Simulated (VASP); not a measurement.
# ZnGeP2 (I-42d) in VASP: further runs

ZnGeP2 is run at these levels: PBE; tasks: single point.

All numbers are computed with VASP 6.6.1; they aren't measurements. Logs are shortened: lines on timing, memory, paths and dates and some standing lists are left out, and cuts for length are marked.

## 1. The cell of the first run

The structure is tetragonal, space group I-42d (No. 122). Conventional cell: a = 5.283 Å, b = 5.283 Å, c = 11.008 Å, α = 90.00°, β = 90.00°, γ = 90.00°. Within 3.1 Å of Zn (site symmetry -4) lie 4 P at 2.33 Å. Ge (site symmetry -4) has 4 P at 2.31 Å within 3.1 Å. P (site symmetry 2) has 2 Ge at 2.31 Å and 2 Zn at 2.33 Å within 3.1 Å.

## 2. Single point, PBE (epitaxial xy strain -3.0%)

The input, INCAR:

```
SYSTEM = ZnGeP2
PREC     = Accurate       ! precision mode
ENCUT    = 500            ! plane-wave cutoff, eV
EDIFF    = 1E-6           ! SCF threshold, eV
ISMEAR   = -1             ! smearing method
SIGMA    = 0.02           ! smearing width, eV
LREAL    = .False.        ! projectors in reciprocal space
LASPH    = .True.         ! aspherical terms in the spheres
NELM     = 120            ! most SCF steps
ALGO     = Normal         ! electronic algorithm
ISIF     = 2              ! what is computed and relaxed
LWAVE    = .False.        ! write WAVECAR
LCHARG   = .False.        ! write CHGCAR
GGA      = PE             ! functional
NBANDS   = 46             ! bands
GGA_COMPAT= .False.
```

The input, KPOINTS:

```
Automatic mesh
0
Gamma
  6 6 6
  0 0 0
```

The input, POSCAR:

```
ZnGeP2
1.0
   -2.6416403673      2.6416403673      5.5040158007
    2.6416403673     -2.6416403673      5.5040158007
    2.6416403673      2.6416403673     -5.5040158007
Zn Ge P
2 2 4
Direct
    0.7500000000      0.2500000000      0.5000000000
    0.0000000000      0.0000000000      0.0000000000
    0.2500000000      0.7500000000      0.5000000000
    0.5000000000      0.5000000000      0.0000000000
    0.1268754166      0.6250000000      0.0018754166
    0.8750000000      0.8731245834      0.4981245834
    0.3750000000      0.3768754166      0.5018754166
    0.6231245834      0.1250000000      0.9981245834
```

Potentials or basis: VASP PAW PBE potentials, release 64 (Zn, Ge_d, P).

Started as:

```bash
$ cat potpaw_PBE.64/Zn/POTCAR potpaw_PBE.64/Ge_d/POTCAR potpaw_PBE.64/P/POTCAR > POTCAR
$ mpirun -np 1 vasp_std > vasp.out
```

OUTCAR:

```text
SYSTEM = ZnGeP2
   PREC = Accurate
   ENCUT = 500
   EDIFF = 1E-6
   ISMEAR = -1
   LREAL = .False.
   LASPH = .True.
   NELM = 120
   ISIF = 2
   GGA = PE

 ion  position               nearest neighbor table
   1  0.750  0.250  0.500-   5 2.33   7 2.33   8 2.33   6 2.33
   2  0.000  0.000  0.000-   7 2.33   5 2.33   6 2.33   8 2.33
   3  0.250  0.750  0.500-   7 2.31   8 2.31   5 2.31   6 2.31
   4  0.500  0.500  0.000-   5 2.31   6 2.31   7 2.31   8 2.31
   5  0.127  0.625  0.002-   4 2.31   3 2.31   2 2.33   1 2.33
   6  0.875  0.873  0.498-   4 2.31   3 2.31   2 2.33   1 2.33
   7  0.375  0.377  0.502-   3 2.31   4 2.31   1 2.33   2 2.33
   8  0.623  0.125  0.998-   3 2.31   4 2.31   1 2.33   2 2.33

  LATTYP: Found a body centered tetragonal cell.
 ALAT       =     5.2832807346
 C/A-ratio  =     2.0835598474

  Lattice vectors:

 A1 = (  -2.6416403673,   2.6416403673,   5.5040158007)
 A2 = (   2.6416403673,  -2.6416403673,   5.5040158007)
 A3 = (   2.6416403673,   2.6416403673,  -5.5040158007)

Analysis of symmetry for initial positions (statically):
=====================================================================
 Subroutine PRICEL returns:
 Original cell was already a primitive cell.

 Routine SETGRP: Setting up the symmetry group for a
 body centered tetragonal supercell.

 Subroutine GETGRP returns: Found  8 space group operations
 (whereof  4 operations were pure point group operations)
 out of a pool of 16 trial point group operations.

The static configuration has the point symmetry S_4 .
 The point group associated with its full space group is D_2d.

Analysis of symmetry for dynamics (positions and initial velocities):
=====================================================================
 Subroutine PRICEL returns:
 Original cell was already a primitive cell.

 Routine SETGRP: Setting up the symmetry group for a
 body centered tetragonal supercell.

 Subroutine GETGRP returns: Found  8 space group operations
 (whereof  4 operations were pure point group operations)
 out of a pool of 16 trial point group operations.

The dynamic configuration has the point symmetry S_4 .
 The point group associated with its full space group is D_2d.

 Subroutine INISYM returns: Found  8 space group operations
 (whereof  4 operations are pure point group operations),
 and found     1 'primitive' translations

[... 109 lines left out ...]
   NSW    =      0    number of steps for IOM
   IBRION =     -1    ionic relax: 0-MD 1-quasi-New 2-CG
   NFREE  =      0    steps in history (QN), initial steepest desc. (CG)
   ISIF   =      2    stress and relaxation
   ISYM   =      2    0-nonsym 1-usesym 2-fastsym
   POTIM  = 0.5000    time-step for ionic-motion
   TEBEG  =    0.0;   TEEND  =   0.0 temperature during run
   PSTRESS=    0.0 pullay stress
   NELECT =      72.0000    total number of electrons
   NUPDOWN=      -1.0000    fix difference up-down
   EMIN   =  10.00;   EMAX   =-10.00  energy-range for DOS
   EFERMI =   0.00;   METHOD = LEGACY
   ISMEAR =    -1;   SIGMA  =   0.02  broadening in eV -4-tet -1-fermi 0-gaus
   EFERMI_NEDOS =   21; number of points for ismear=-14 and -15
   IALGO  =     38    algorithm
   IMIX   =      4    mixing-type and parameters
     AMIX     =   0.40;   BMIX     =  1.00
     AMIX_MAG =   1.60;   BMIX_MAG =  1.00
  volume/ion in A,a.u.               =      19.20       129.60
  Fermi-wavevector in a.u.,A,eV,Ry     =   1.271618  2.403009 22.000787  1.617012
  Thomas-Fermi vector in A             =   2.404541
   LORBIT       =      0    0 simple, 1 ext, 2 COOP (PROOUT), +10 PAW based schemes
   GGA     = PE    functional components
   LHFCALC =     F    Hartree Fock is set to
   AEXX    =    0.0000 exact exchange contribution
   IVDW    =     0    specifies the selected vdW correction
   LEPSILON=     F    determine dielectric tensor
   LRPA    =     F    only Hartree local field effects (RPA)
 non-spin polarized calculation
  energy-cutoff  :      500.00
  volume of cell :      153.63
 maximum number of plane-waves:      3936
 NGX is ok and might be reduce to    50
   NGX = 25   NGY = 25   NGZ = 25

 number of electron      71.9999992 magnetization

 Free energy of the ion-electron system (eV)
  ---------------------------------------------------
  ext. energy  EPLUGINS =         0.00000000
  ---------------------------------------------------
  free energy    TOTEN  =       -34.31346112 eV

  energy without entropy =      -34.31346112  energy(sigma->0) =      -34.31346112

 E-fermi :   5.2347     XC(G=0): -10.0319

 val. band max:        4.7931426004   @ k =   0.0000   0.0000   0.0000
 cond. band min:       5.9291532684   @ k =  -0.3333   0.5000   0.3333
 fundamental gap:      1.1360106680
 Fermi energy:         5.2347255795

 k-point     1 :       0.0000    0.0000    0.0000
  band No.  band energies     occupation
      1     -20.1649      2.00000
      2     -20.1589      2.00000
      3     -20.1568      2.00000
      4     -20.1568      2.00000
      5     -20.1455      2.00000
      6     -20.1455      2.00000
[... 1165 lines left out ...]
     45       9.1831      0.00000
     46       9.8107      0.00000

 [... further k-points ...]

------------------------ aborting loop because EDIFF is reached ----------------------------------------

  FORCE on cell =-STRESS in cart. coord.  units (eV):
  Direction    XX          YY          ZZ          XY          YZ          ZX
  --------------------------------------------------------------------------------------
  -------------------------------------------------------------------------------------
  Total        6.7355019      6.7355019      2.6594000      0.0000000     -0.0000000      0.0000000
  in kB       70.2414549     70.2414549     27.7336610      0.0000000     -0.0000000      0.0000000
  external PRESSURE =      56.0721903 kB  Pullay stress =       0.0000000 kB

 VOLUME and BASIS-vectors are now :
 -----------------------------------------------------------------------------
  energy-cutoff  :      500.00
  volume of cell :      153.63
      direct lattice vectors                 reciprocal lattice vectors
    -2.641640367  2.641640367  5.504015801     0.000000000  0.189276332  0.090842762
     2.641640367 -2.641640367  5.504015801     0.189276332  0.000000000  0.090842762
     2.641640367  2.641640367 -5.504015801     0.189276332  0.189276332  0.000000000

 POSITION                                       TOTAL-FORCE (eV/Angst)
 -----------------------------------------------------------------------------------
      0.00000      2.64164      2.75201         0.000000     -0.000000     -0.000000
      0.00000      0.00000      0.00000         0.000000     -0.000000     -0.000000
      2.64164      0.00000      2.75201        -0.000000     -0.000000      0.000000
      0.00000      0.00000      5.50402         0.000000     -0.000000     -0.000000
      1.32082     -1.31091      4.12801        -0.000000     -0.059612     -0.000000
      1.31091      1.32082      6.88002         0.059612     -0.000000      0.000000
      1.33073      1.32082      1.37600        -0.059612     -0.000000     -0.000000
      1.32082      3.95255     -1.37600         0.000000      0.059612      0.000000
 -----------------------------------------------------------------------------------
    total drift:                               -0.000004     -0.000004     -0.000004

  FREE ENERGIE OF THE ION-ELECTRON SYSTEM (eV)
  ---------------------------------------------------
  free  energy   TOTEN  =       -34.3134611239 eV

  energy  without entropy=      -34.3134611239  energy(sigma->0) =      -34.31346112
```

Wall time 3.2 min (1 thread of Intel Xeon Platinum 8488C (Sapphire Rapids), shared host); peak memory 0.44 GiB.

What came out:

```
Free energy            : -34.3135 eV
Pressure               : 5.6 GPa
Largest force          : 0.060 eV/Å
Band gap on the k mesh : 1.14 eV (least direct gap 1.51 eV)
```

Forces in eV/Å, atoms in the order of the input:
```
Zn   0.000  0.000  0.000
Zn   0.000  0.000  0.000
Ge   0.000  0.000  0.000
Ge   0.000  0.000  0.000
P    0.000 -0.060  0.000
P    0.060  0.000  0.000
P   -0.060  0.000  0.000
P    0.000  0.060  0.000
```

Caveat: the cell differs from its parent crystal (epitaxial xy strain -3.0%); the cell stands under pressure. A k mesh can miss the band edges.

(Continued in part 2 of 2.)
